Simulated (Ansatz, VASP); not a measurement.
CuO: VASP beside Ansatz

Contents of INCAR:

```
SYSTEM = CuO
PREC = Accurate ; ENCUT = 520
EDIFF = 1E-6 ; ISMEAR = -1
SIGMA = 0.05 ; LREAL = .FALSE.
LASPH = .TRUE. ; NELM = 60
ALGO = Normal ; ISIF = 2
LWAVE = .FALSE. ; LCHARG = .TRUE.
GGA = PE ; LELF = .TRUE.
LVHAR = .TRUE. ; NBANDS = 25
```

File KPOINTS:

```
regular mesh
0
G
  10 10 6
  0 0 0
```

POSCAR

```
CuO
1.0
    0.0000000000     -2.1305773621     -2.1305773621
   -2.1305773621      0.0000000000     -2.1305773621
    2.1305773621      2.1305773621     -4.2611547243
Cu O
2 2
Direct
    0.5038875400      0.4769880100      0.4880064000
    0.0038875400      0.9769880100      0.9880064000
    0.7461124600      0.7730119900      0.7619936000
    0.2461124600      0.2730119900      0.2619936000
```

File input.yaml:

```yaml
crystal:
  lattice:
    - [0.0, -2.1305773621, -2.1305773621]
    - [-2.1305773621, 0.0, -2.1305773621]
    - [2.1305773621, 2.1305773621, -4.2611547243]
  atoms:
    - { symbol: Cu, position: [0.50388754, 0.47698801, 0.4880064] }
    - { symbol: Cu, position: [0.00388754, 0.97698801, 0.9880064] }
    - { symbol: O, position: [0.74611246, 0.77301199, 0.7619936] }
    - { symbol: O, position: [0.24611246, 0.27301199, 0.2619936] }
kpoints:
  mp_grid: { grid: [10, 10, 6] }
scf:
  occupations: { method: fermi_dirac, width: 0.05 }
hamiltonian:
  xc: pbe
  pseudopotentials: { kind: all_electron, lapw: { basis_error: 0.001 } }
output:
  forces: true
  stress: true
  eigenvalues: true
```

Change from the starting cell: volume scaled by 1.02.

Alike in both runs: task single point; functional PBE; k mesh 10 × 10 × 6; occupations fermi-dirac, width 0.05 eV; no spin polarisation.

|  | VASP | Ansatz |
| --- | --- | --- |
| version | VASP 6.6.1 | Ansatz 0.2.0 |
| potentials or method | VASP PAW PBE potentials, release 64 (Cu, O), cutoff 520 eV | all-electron LAPW, scalar-relativistic |

```csv
,VASP,Ansatz,Ansatz less VASP
gap on the k mesh at the Fermi level (eV),none,none,-
pressure (GPa),2.3,1.9,-0.36
"traceless stress, the component that is largest in VASP (GPa)",4.73,4.49,-0.241
rms of the force components (eV/Å),0.658,0.631,-0.0273
```

Atom by atom the forces differ by 0.027 eV/Å (rms over components). A gap of «none» marks a metal or a gap that the smearing closes. Ansatz ran all-electron here, and VASP with PAW potentials.
